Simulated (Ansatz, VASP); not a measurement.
## One calculation of Hf2Ge3, two programs

```
CELL_PARAMETERS angstrom
4.70213 0.00000 0.00000
-2.35106 4.07216 0.00000
0.00000 0.00000 5.56728
ATOMIC_POSITIONS crystal
Hf 0.33333 0.66667 0.12414
Hf 0.66667 0.33333 0.87586
Ge 0.00000 0.00000 0.00000
Ge 0.33333 0.66667 0.61789
Ge 0.66667 0.33333 0.38211
```

Change from the starting cell: species swapped into the Al3Pd2 type (P-3m1, No. 164).

Alike in both runs: functional PBE; k mesh 12 × 12 × 8; occupations gaussian, width 0.1 eV; no spin polarisation.

Ansatz relaxed the structure, and its values are those at the end. VASP's run is a single point on that final structure, the one shown.

|  | VASP | Ansatz |
| --- | --- | --- |
| version | VASP 6.6.1 | Ansatz 0.2.0 |
| potentials or method | VASP PAW PBE potentials, release 64 (Hf_pv, Ge_d), cutoff 520 eV | scalar-relativistic, plane waves, PAW |
| valence electrons in the cell | 62 | 94 |

```csv
,VASP,Ansatz,Ansatz less VASP
gap on the k mesh at the Fermi level (eV),none,none,-
pressure (GPa),-0.2,0.0,+0.23
rms of the force components (eV/Å),0.005,0.001,-0.0032
```

A gap of «none» marks a metal or a gap that the smearing closes. VASP's potentials hold 62 valence electrons a cell and Ansatz's 94, so a difference there can come from the potentials and not from the codes.

Neither program's run includes spin-orbit coupling.
